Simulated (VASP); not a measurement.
# BeSe (zincblende type): electric field gradients with LDA

The system is BeSe (zincblende type).

```
Be Se
1.0
     0.00000    2.58854    2.58854
     2.58854    0.00000    2.58854
     2.58854    2.58854    0.00000
Be Se
1 1
Direct
  0.00000 0.00000 0.00000
  0.25000 0.25000 0.25000
```

```json
{"Program": "VASP 6.6.1", "Task": "electric field gradients", "Functional": "LDA", "Potentials or basis": "VASP PAW LDA potentials, release 64 (Be, Se)", "Cutoff": "520 eV", "k mesh": "14 × 14 × 14", "Occupations": "fermi-dirac, width 0.05 eV", "Spin": "no spin polarisation", "Dipole correction": "no", "Further INCAR settings": "ALGO = Normal; EDIFF = 1e-08; NBANDS = 11"}
```

```
Pressure                                : -4.0 GPa
Band gap on the k mesh                  : 2.51 eV (least direct gap 4.05 eV)
Largest electric field gradient by atom : zero within the noise of the run
```

Levels at points of the mesh, in eV from the valence-band top:
```tsv
k point	band 2	band 3	band 4	band 5	band 6	band 7
(0.00, 0.00, 0.00)	0.00	0.00	0.00	4.05	4.94	4.94
(0.50, 0.00, 0.00)	-5.61	-1.05	-1.05	4.19	5.89	5.89
(0.50, 0.50, 0.00)	-4.97	-2.60	-2.60	2.51	4.15	11.41
```

Wall time 32 s on 1 thread of Intel(R) Xeon(R) Platinum 8488C (Sapphire Rapids), with other jobs on the host, peak memory 0.17 GiB.

Caveat: the cell stands under tension. A k mesh can miss the band edges.
